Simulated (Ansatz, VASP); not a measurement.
## Hf: VASP beside Ansatz

```
Hf
1.0
     1.59735   -5.34389    0.00000
     1.59735    5.34389    0.00000
     0.00000    0.00000    5.35754
Hf
4
Direct
  0.13593 0.86407 0.00000
  0.63593 0.36407 0.50000
  0.86407 0.13593 0.00000
  0.36407 0.63593 0.50000
```

Alike in both runs: functional r2SCAN; k mesh 6 × 6 × 4; occupations gaussian, width 0.1 eV; no spin polarisation.

Ansatz relaxed the structure, and its values are those at the end. VASP's run is a single point on that final structure, the one shown.

```csv
,VASP,Ansatz
version,VASP 6.6.1,Ansatz 0.2.0
potentials or method,"VASP PAW PBE potentials, release 64 (Hf_pv), cutoff 520 eV","scalar-relativistic, plane waves, PAW"
valence electrons in the cell,40,104
```

VASP gave:

* gap on the k mesh at the Fermi level (eV): none
* pressure (GPa): -0.6
* rms of the force components (eV/Å): 0.034

Q: Estimate Ansatz's values.

A: gap on the k mesh at the Fermi level (eV): none; pressure (GPa): -0.1; rms of the force components (eV/Å): 0.006.

VASP's potentials were made for PBE, not for r2SCAN. A gap of «none» marks a metal or a gap that the smearing closes. VASP's potentials hold 40 valence electrons a cell and Ansatz's 104, so a difference there can come from the potentials and not from the codes.

Neither program's run includes spin-orbit coupling.
